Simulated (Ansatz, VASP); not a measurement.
## Two plane-wave programs on Zn

File INCAR:

```
SYSTEM = Zn
PREC = Accurate
ENCUT = 520
EDIFF = 1E-6
ISMEAR = -1
SIGMA = 0.1
LREAL = .FALSE.
LASPH = .TRUE.
NELM = 100
ALGO = Normal
ISIF = 2
LWAVE = .FALSE.
LCHARG = .TRUE.
GGA = RE
LELF = .TRUE.
LVHAR = .TRUE.
NBANDS = 25
```

File KPOINTS:

```
Automatic mesh
0
G
  9 9 13
  0 0 0
```

Contents of POSCAR:

```
Zn
1.0
    4.6560116749      0.0000000000      0.0000000000
   -2.3280058374      4.0322243908      0.0000000000
    0.0000000000      0.0000000000      2.7851008924
Zn
3
Direct
    0.0000000000      0.0000000000      1.0000000000
    0.3333333333      0.6666666667      0.5000000000
    0.6666666667      0.3333333333      0.5000000000
```

Input for Ansatz:

```yaml
crystal:
  lattice:
    - [4.6560116749, 0.0, 0.0]
    - [-2.3280058374, 4.0322243908, 0.0]
    - [0.0, 0.0, 2.7851008924]
  atoms:
    - { symbol: Zn, position: [0.0, 0.0, 1.0] }
    - { symbol: Zn, position: [0.3333333333, 0.6666666667, 0.5] }
    - { symbol: Zn, position: [0.6666666667, 0.3333333333, 0.5] }
hamiltonian:
  xc: revpbe
  pseudopotentials:
    kind: paw
    azcp:
      Zn: "pseudopotentials/Zn.paw.azcp"
basis:
  ecutwfc: 420
  fft_grid_basis: typed
kpoints:
  mp_grid: { grid: [9, 9, 13], shift: [0, 0, 0] }
magnetization:
  spin_polarized: false
scf:
  occupations: { method: fermi_dirac, width: 0.1 }
  lower_state_search: "off"
output:
  stress: true
  write_density: true
  write_potential: true
  elf: true
  volumetric_format: npy
```

Alike in both runs: task single point; functional revPBE; k mesh 9 × 9 × 13; occupations fermi-dirac, width 0.1 eV; no spin polarisation.

|  | VASP | Ansatz |
| --- | --- | --- |
| version | VASP 6.6.1 | Ansatz 0.2.0 |
| potentials or method | VASP PAW PBE potentials, release 64 (Zn), cutoff 520 eV | plane waves (420 eV) with PAW, scalar-relativistic |
| valence electrons in the cell | 36 | 36 |

VASP gave:

- pressure (GPa): -3.3
- traceless stress, the component that is largest in VASP (GPa): 0.61

Task: What did Ansatz give for the same quantities?

Result: Pressure (GPa): -3.5; traceless stress, the component that is largest in VASP (GPa): 0.59.

VASP's potentials were made for PBE, not for revPBE.
